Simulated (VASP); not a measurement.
Write the native input for VASP 6.6.1 that does the following.

* Task: single point
* Functional: PBEsol
* Potentials or basis: VASP PAW PBE potentials, release 64 (Ga_d, P)
* Cutoff: 520 eV
* k mesh: 2 × 2 × 2, shifted
* Occupations: gaussian, width 0.02 eV
* Spin: no spin polarisation
* Dipole correction: no
* Further INCAR settings: LREAL = Auto; ALGO = Normal; EDIFF = 1e-06; NBANDS = 166

The structure of GaP lies in POSCAR:

```
GaP
1.0
    5.4384489087      5.4384489087      5.4384489087
   -5.4384489087      5.4384489087     -5.4384489087
   -5.4384489087     -5.4384489087      5.4384489087
Ga P
16 16
Direct
    0.4995971722      0.2513069752      0.2503908606
    0.4998175808      0.0012488718      0.5002551604
    0.7495047361      0.0014257359      0.2501378102
    0.4995818475      0.7513239056      0.7503764855
    0.7493787111      0.7511510060      0.4998859006
   -0.0003698499      0.7514008304      0.2503791641
    0.4998302728      0.5011817715      0.0001991070
    0.7496307381      0.5015291988      0.7501290081
   -0.0002780896      0.5011780486      0.5002273842
    0.2494899285      0.5014955295      0.2501010416
    0.7494552888      0.2511797404     -0.0000094225
   -0.0002141912      0.2513634123      0.7505155433
    0.2495161397      0.2512424455      0.5000148794
   -0.0002710299      0.0011565976      0.0001740435
    0.2494579343      0.0013208755      0.7500406718
    0.2495278717      0.7512337314      0.0000310801
    0.2497365839      0.0013211432      0.0001658568
    0.2495961230      0.7514929306      0.2501577125
    0.4996030509      0.7511799386      0.0002796024
    0.2497162044      0.5013491054      0.5001569640
    0.4993914050      0.5011514080      0.2500427070
    0.7498020518      0.5013463649      0.0001371582
    0.2496693723      0.2513663017      0.7501379648
    0.4996535156      0.2512563356      0.5003378624
    0.7495635155      0.2513980148      0.2501380796
   -0.0004246078      0.2511843980      0.0003218390
    0.4994551801      0.0011752352      0.7500992333
    0.7498382787      0.0014320271      0.5002696674
   -0.0005315066      0.0012564725      0.2501183427
    0.7495380218      0.7514156782      0.7500617477
   -0.0005035437      0.7511360982      0.5001937523
   -0.0004287760      0.5011971757      0.7501788518
```

The input as run:

INCAR

```
ALGO = Normal
EDIFF = 1E-6
ENCUT = 520
GGA = PS
ISIF = 2
ISMEAR = 0
KPAR = 2
LASPH = True
LCHARG = False
LREAL = Auto
LWAVE = False
NBANDS = 166
NCORE = 2
NELM = 80
PREC = Accurate
SIGMA = 0.02
```

KPOINTS

```
Automatic mesh
0
Gamma
  2 2 2
  0.5 0.5 0.5
```

Potentials or basis: VASP PAW PBE potentials, release 64 (Ga_d, P).

Command:

```sh
$ cat potpaw_PBE.64/Ga_d/POTCAR potpaw_PBE.64/P/POTCAR > POTCAR
$ mpirun -np 4 vasp_std > vasp.out
```

It gave:

```
Pressure               : 0.0 GPa
Largest force          : 0.008 eV/Å
Band gap on the k mesh : 2.18 eV
```

Caveat: the PAW data sets were made with another functional, which shifts forces and pressure a little; a shifted mesh leaves out Γ, where band edges can lie.

Run time: 11 min on 4 MPI ranks on Oxide Virtual Turin-like Processor, on a shared host, peak memory 0.49 GiB a rank.
